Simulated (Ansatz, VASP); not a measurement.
MnSi in VASP and in Ansatz

```
CELL_PARAMETERS angstrom
3.07218 0.00000 0.00000
0.00000 3.07218 0.00000
0.00000 0.00000 3.07218
ATOMIC_POSITIONS crystal
Mn 0.00000 0.00000 0.00000
Si 0.50000 0.50000 0.50000
```

Alike in both runs: task single point; functional PBE0; k mesh 5 × 5 × 5; occupations fermi-dirac, width 0.05 eV; collinear spin.

|  | VASP | Ansatz |
| --- | --- | --- |
| version | VASP 6.6.1 | Ansatz 0.2.0 |
| potentials or method | VASP PAW PBE potentials, release 64 (Mn_pv, Si) | Ansatz PAW |
| plane-wave cutoff (eV) | 520 | 420 |
| valence electrons in the cell | 17 | 19 |

```csv
,VASP,Ansatz,Ansatz less VASP
gap on the k mesh at the Fermi level (eV),none,none,-
pressure (GPa),-2.6,-2.5,+0.12
net moment per atom (μB),1.72,1.72,0.000
size of the moment on the site where the two differ most (μB),0.11,0.17,+0.058
```

Site moments also hang on the region over which each program counts them. A gap of «none» marks a metal or a gap that the smearing closes. VASP's potentials hold 17 valence electrons a cell and Ansatz's 19, so a difference there can come from the potentials and not from the codes.

The k mesh is coarse, so the values compare programs but aren't converged. Noted on Ansatz's run: the magnetic or orbital state may not be the lowest.
